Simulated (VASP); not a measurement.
Ni:

```
Ni
1.0
     0.00000    1.76726    1.76726
     1.76726    0.00000    1.76726
     1.76726    1.76726    0.00000
Ni
1
Direct
  0.00000 0.00000 0.00000
```

Base run:

```yaml
Program: VASP 6.6.1
Functional: LDA
Potentials_or_basis: VASP PAW LDA potentials, release 64 (Ni)
Cutoff: 520 eV
k_mesh: 15 × 15 × 15
Occupations: fermi-dirac, width 0.1 eV
Spin: collinear spin, ferromagnetic start
Starting_moments: "[0.2] μB"
```

Its results: pressure -18.8 GPa; site moments Ni +0.60 μB.

Q: The run is repeated on the same cell with these changes: moments at the start from [0.2] to [1.88]; fixed moment from none to 1.88 μB. What comes out?

A: Pressure 2.5 GPa; site moments Ni +1.77 μB.

Caveats: the cell stands under tension (at least some runs); the total moment is fixed, so each spin has its own Fermi level (at least some runs).
